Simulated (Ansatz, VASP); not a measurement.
## Two plane-wave programs on AlN

Contents of INCAR:

```
PREC     = Accurate       # precision mode
ENCUT    = 520            # plane-wave cutoff, eV
EDIFF    = 1E-6           # SCF threshold, eV
ISMEAR   = -1             # smearing method
SIGMA    = 0.05           # smearing width, eV
LREAL    = F              # projectors in reciprocal space
LASPH    = T              # aspherical terms in the spheres
NELM     = 100            # most SCF steps
ALGO     = Normal         # electronic algorithm
ISIF     = 2              # what is computed and relaxed
LWAVE    = F              # write WAVECAR
LCHARG   = F              # write CHGCAR
GGA      = RP             # functional
IVDW     = 13             # dispersion correction
NBANDS   = 16             # bands
```

Contents of KPOINTS:

```
Automatic mesh
0
Gamma
  10 10 6
```

Contents of POSCAR:

```
AlN
1.0
    3.1539652241      0.0000000000      0.0000000000
   -1.5769826120      2.7314140067      0.0000000000
    0.0000000000      0.0000000000      5.0465469904
Al N
2 2
Direct
    0.6666666667      0.3333333333      0.5000000000
    0.3333333333      0.6666666667      0.0000000000
    0.6666666667      0.3333333333      0.8800000000
    0.3333333333      0.6666666667      0.3800000000
```

input.yaml

```yaml
crystal:
  lattice:
    - [3.1539652241, 0.0, 0.0]
    - [-1.576982612, 2.7314140067, 0.0]
    - [0.0, 0.0, 5.0465469904]
  atoms:
    - { symbol: Al, position: [0.6666666667, 0.3333333333, 0.5] }
    - { symbol: Al, position: [0.3333333333, 0.6666666667, 0.0] }
    - { symbol: "N", position: [0.6666666667, 0.3333333333, 0.88] }
    - { symbol: "N", position: [0.3333333333, 0.6666666667, 0.38] }
hamiltonian:
  xc: rpbe
  pseudopotentials: { kind: paw }
  dispersion: d4
kpoints:
  mp_grid: { grid: [10, 10, 6] }
scf:
  occupations: { method: fermi_dirac, width: 0.05 }
output:
  forces: true
  stress: true
  eigenvalues: true
```

Alike in both runs: task single point; functional RPBE; dispersion D4; k mesh 10 × 10 × 6; occupations fermi-dirac, width 0.05 eV; no spin polarisation.

|  | VASP | Ansatz |
| --- | --- | --- |
| version | VASP 6.6.1 | Ansatz 0.2.0 |
| potentials or method | VASP PAW PBE potentials, release 64 (Al, N) | Ansatz PAW |
| plane-wave cutoff (eV) | 520 | 420 |
| valence electrons in the cell | 16 | 16 |

Ansatz gave:

* gap on the k mesh at the Fermi level (eV): 3.91
* least direct gap on the mesh (eV): 3.91
* pressure (GPa): -10.2
* traceless stress, the component that is largest in VASP (GPa): 1.24
* rms of the force components (eV/Å): 0.058

Problem. Estimate VASP's values.

Solution. gap on the k mesh at the Fermi level (eV): 3.93; least direct gap on the mesh (eV): 3.93; pressure (GPa): -10.8; traceless stress, the component that is largest in VASP (GPa): 1.29; rms of the force components (eV/Å): 0.056.

VASP's potentials were made for PBE, not for RPBE. Atom by atom the forces differ by 0.002 eV/Å (rms over components).
